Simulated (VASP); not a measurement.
A run of VASP 6.6.1 is set up as follows.

Contents of INCAR:

```
PREC = Accurate
ENCUT = 520
EDIFF = 1E-6
ISMEAR = 0
SIGMA = 0.05
LREAL = Auto
LASPH = True
NELM = 150
ALGO = Normal
ISIF = 2
LWAVE = False
LCHARG = True
ISPIN = 2
MAGMOM = 0 0 0 0 0 0 0 0 0 0 0 0 0 0 0 0 0 0 0.25
LORBIT = 11
GGA = CA
LELF = True
LVHAR = True
NBANDS = 58
```

File KPOINTS:

```
Automatic mesh
0
Gamma
  2 2 1
```

File POSCAR:

```
C18N
1.0
    7.3980000000      0.0000000000      0.0000000000
   -3.6990000000      6.4068560000      0.0000000000
    0.0000000000      0.0000000000     11.0000000000
C N
18 1
Direct
   -0.0003278266     -0.0057867697      0.0910650909
    0.2186536603      0.1069315433      0.0830565455
   -0.0003765848      0.3346355841      0.0909093636
    0.2186178936      0.4409443571      0.0830147273
   -0.0019266660      0.6636543728      0.0857839091
    0.2179365011      0.7735964411      0.0847221818
    0.3299342804     -0.0033450104      0.0834282727
    0.5488824720      0.1093272582      0.0914975455
    0.3306940070      0.3299727667      0.0843259091
    0.5505745497      0.4399028166      0.0859421818
    0.3299014890      0.6625015452      0.0834789091
    0.5488282843      0.7687160442      0.0916541818
    0.6545973365     -0.0081156811      0.1180784545
    0.8939054110      0.1115372345      0.1176738182
    0.6621898096      0.3288154127      0.0893626364
    0.8864454422      0.4409346800      0.0891156364
    0.6621818386      0.6625813035      0.0895881818
    0.8864500470      0.7747278853      0.0893418182
    0.7747184609      1.0517637668      0.2279608182
```

Potentials or basis: VASP PAW LDA potentials, release 64 (C, N).

Command:

```sh
$ cat potpaw_LDA.64/C/POTCAR potpaw_LDA.64/N/POTCAR > POTCAR
$ mpirun -np 1 vasp_std > vasp.out
```

(1) Estimate the net moment.

(2) Predict the site moments.

(3) Estimate the largest force.

Results:

(1) 0.50 μB per cell.

(2) C +0.01, +0.00, -0.00 (each value once); N +0.32 μB.

(3) 0.261 eV/Å.

Caveat: the k points lie up to 0.49 Å⁻¹ apart; there is no dipole correction, which matters where the two faces differ.
